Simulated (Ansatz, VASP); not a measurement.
**BaZrO3: VASP beside Ansatz**

```
CELL_PARAMETERS angstrom
4.11951 0.00000 0.00000
0.00000 4.11951 0.00000
0.00000 0.00000 4.11951
ATOMIC_POSITIONS crystal
Ba 0.00000 0.00000 0.00000
Zr 0.50000 0.50000 0.50000
O 0.50000 0.50000 0.00000
O 0.50000 0.00000 0.50000
O 0.00000 0.50000 0.50000
```

Alike in both runs: task single point; functional r2SCAN; k mesh 6 × 6 × 6; no spin polarisation.

|  | VASP | Ansatz |
| --- | --- | --- |
| version | VASP 6.6.1 | Ansatz 0.2.0 |
| potentials or method | VASP PAW PBE potentials, release 64 (Ba_sv, Zr_sv, O) | plane waves, PAW |
| plane-wave cutoff (eV) | 520 | 500 |
| occupations | gaussian, width 0.01 eV | fixed |
| valence electrons in the cell | 40 | 40 |

Ansatz gave:

| Quantity | Value |
| --- | --- |
| gap on the k mesh at the Fermi level (eV) | 3.89 |
| pressure (GPa) | 11.5 |

Q: Estimate VASP's values.

A: gap on the k mesh at the Fermi level (eV): 3.83; pressure (GPa): 12.9.

VASP's potentials were made for PBE, not for r2SCAN.

Neither program's run includes spin-orbit coupling.
